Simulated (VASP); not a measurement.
Input of a VASP 6.6.1 run:

File INCAR:

```
SYSTEM = SnO2
  PREC = Accurate
  ENCUT = 520
  EDIFF = 1E-6
  ISMEAR = 0
  SIGMA = 0.05
  LREAL = .FALSE.
  LASPH = .TRUE.
  NELM = 100
  ALGO = Normal
  ISIF = 2
  LWAVE = .FALSE.
  LCHARG = .FALSE.
  GGA = PS
  NBANDS = 20
```

The input KPOINTS:

```
regular mesh
0
G
  12 12 12
  0 0 0
```

POSCAR

```
SnO2
1.0
    1.5763225363      0.9100902406      4.3304882037
   -1.5763225363      0.9100902406      4.3304882037
    0.0000000000     -1.8201804813      4.3304882037
Sn O
1 2
Direct
    0.5000000000      0.5000000000      0.5000000000
    0.2414378084      0.2414378084      0.2414378084
    0.7585621916      0.7585621916      0.7585621916
```

Potentials or basis: VASP PAW PBE potentials, release 64 (Sn_d, O).

Command:

```sh
$ cat potpaw_PBE.64/Sn_d/POTCAR potpaw_PBE.64/O/POTCAR > POTCAR
$ mpirun -np 1 vasp_std > vasp.out
```

(1) Estimate the pressure.

(2) What does it give for the largest force?

(3) What does it give for the band gap on the k mesh?

## Answers

(1) 11.4 GPa.

(2) 0.720 eV/Å.

(3) 2.18 eV, indirect (least direct gap 2.26 eV).

Caveat: the PAW data sets were made with another functional, which shifts forces and pressure a little; spin-orbit coupling is left out, which moves the levels of the heavy elements.
